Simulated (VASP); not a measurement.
The system is Tc.

```
Tc
1.0
     0.00000    1.92500    1.92500
     1.92500    0.00000    1.92500
     1.92500    1.92500    0.00000
Tc
1
Direct
  0.00000 0.00000 0.00000
```

This isn't the form of Tc at room conditions, which is hcp.

| Property | Result |
| --- | --- |
| Program | VASP 6.6.1 |
| Task | relaxation of cell and atoms |
| Functional | PBEsol |
| Potentials or basis | VASP PAW PBE potentials, release 64 (Tc_pv) |
| Cutoff | 500 eV |
| k mesh | 19 × 19 × 19 |
| Occupations | methfessel-paxton, width 0.1 eV |
| Spin | no spin polarisation |

At the start: pressure -5.2 GPa; volume 14.27 Å³/atom.

Where does the relaxation end?

Over 3 steps the energy falls by 3.8 meV/atom and the volume is 14.04 Å³/atom (-1.6 %); space group Fm-3m (No. 225, to 0.1 Å) before and after.

Step by step:
```tsv
step	energy change (eV)	largest force (eV/Å)	pressure (GPa)	volume (Å³)
1	0.0000	0.0000	-5.17	14.27
2	0.0358	0.0000	18.96	13.34
3	-0.0038	0.0000	-0.11	14.04
```

Final structure:
```
CELL_PARAMETERS angstrom
0.00000 1.91484 1.91484
1.91484 0.00000 1.91484
1.91484 1.91484 0.00000
ATOMIC_POSITIONS crystal
Tc 0.00000 0.00000 0.00000
```

Caveat: the PAW data sets were made with another functional, which shifts forces and pressure a little.
